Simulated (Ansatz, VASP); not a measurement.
# TiSn in VASP and in Ansatz

INCAR

```
PREC = Accurate
ENCUT = 500
EDIFF = 1E-7
ISMEAR = 0
SIGMA = 0.1
LREAL = False
LASPH = True
NELM = 120
ALGO = Normal
ISIF = 3
LWAVE = False
LCHARG = False
GGA = PE
IBRION = 2
NSW = 100
EDIFFG = -0.002
GGA_COMPAT = False
NELMIN = 4
```

File KPOINTS:

```
regular mesh
0
Gamma
  15 15 10
```

The input POSCAR:

```
TiSn
1.0
    3.1591485410      0.0000000000      0.0000000000
   -1.5795742705      2.7359028909      0.0000000000
    0.0000000000      0.0000000000      4.6347282135
Sn Ti
1 1
Direct
    0.3333333333      0.6666666667      0.2500000000
    0.6666666667      0.3333333333      0.7500000000
```

Input for Ansatz:

```yaml
crystal:
  lattice:
    - [3.159148541, 0.0, 0.0]
    - [-1.5795742705, 2.7359028909, 0.0]
    - [0.0, 0.0, 4.6347282135]
  atoms:
    - { symbol: Sn, position: [0.3333333333, 0.6666666667, 0.25] }
    - { symbol: Ti, position: [0.6666666667, 0.3333333333, 0.75] }
basis:
  ecutwfc: 420
kpoints:
  mp_grid: { grid: [15, 15, 10] }
hamiltonian:
  xc: pbe
  pseudopotentials: { kind: paw }
scf:
  occupations: { method: gaussian, width: 0.1 }
output:
  forces: true
  stress: true
  eigenvalues: true
  write_density: true
  write_potential: true
  elf: true
  volumetric_format: npy
relax:
  adjacent_minimum: "off"
  f_tol: 0.002
  max_steps: 80
  cell: { stress_tol: 0.02 }
```

Alike in both runs: task relaxation of cell and atoms; functional PBE; k mesh 15 × 15 × 10; occupations gaussian, width 0.1 eV; no spin polarisation.

|  | VASP | Ansatz |
| --- | --- | --- |
| version | VASP 6.6.1 | Ansatz 0.2.0 |
| potentials or method | VASP PAW PBE potentials, release 64 (Sn_d, Ti_sv), cutoff 500 eV | scalar-relativistic, plane waves, PAW |
| valence electrons in the cell | 26 | 26 |

|  | VASP | Ansatz | Ansatz less VASP |
| --- | --- | --- | --- |
| gap on the k mesh at the Fermi level, each at its own relaxed structure (eV) | none | none | - |
| relaxed volume (Å³/atom) | 20.06 | 20.06 | +0.006 |
| relaxed cell length with the largest relative difference (Å) | 3.169 | 3.170 | +0.0005 |

A gap of «none» marks a metal or a gap that the smearing closes.
